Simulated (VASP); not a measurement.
Set up this calculation in VASP 6.6.1, as the native input.

| Property | Result |
| --- | --- |
| Task | single point |
| Functional | PBEsol |
| Potentials or basis | VASP PAW PBE potentials, release 64 (Ti_sv) |
| Cutoff | 520 eV |
| k mesh | 22 × 22 × 22 |
| Occupations | gaussian, width 0.15 eV |
| Spin | no spin polarisation |
| Dipole correction | no |
| Further INCAR settings | ALGO = Fast; EDIFF = 1e-07; NBANDS = 12 |

The structure of Ti lies in POSCAR:

```
Ti
1.0
   -1.6448467367      1.6448467367      1.7724868435
    1.6448467367     -1.6448467367      1.7724868435
    1.6448467367      1.6448467367     -1.7724868435
Ti
1
Direct
    0.0000000000      0.0000000000      0.0000000000
```

This cell differs from its parent crystal: volume 19.182 Å^3 an atom, c/a of the conventional cell 1.0776.

The input as run:

INCAR

```
  PREC = Accurate
  ENCUT = 520
  EDIFF = 1E-7
  ISMEAR = 0
  SIGMA = 0.15
  LREAL = False
  LASPH = True
  NELM = 80
  ALGO = Fast
  ISIF = 2
  LWAVE = False
  LCHARG = False
  GGA = PS
  NBANDS = 12
```

KPOINTS

```
regular mesh
0
Gamma
  22 22 22
```

Potentials or basis: VASP PAW PBE potentials, release 64 (Ti_sv).

Command:

```bash
$ cat potpaw_PBE.64/Ti_sv/POTCAR > POTCAR
$ mpirun -np 1 vasp_std > vasp.out
```

Results of the run:

The pressure is -12.9 GPa. The band gap on the k mesh is zero (band 6 reaches 7.84 eV, above the bottom of band 7 at 6.41 eV).

Caveat: the PAW data sets were made with another functional, which shifts forces and pressure a little.

It took 2.3 min on 1 thread of Intel(R) Xeon(R) 6975P-C (Granite Rapids), with other jobs on the host, peak memory 0.29 GiB.
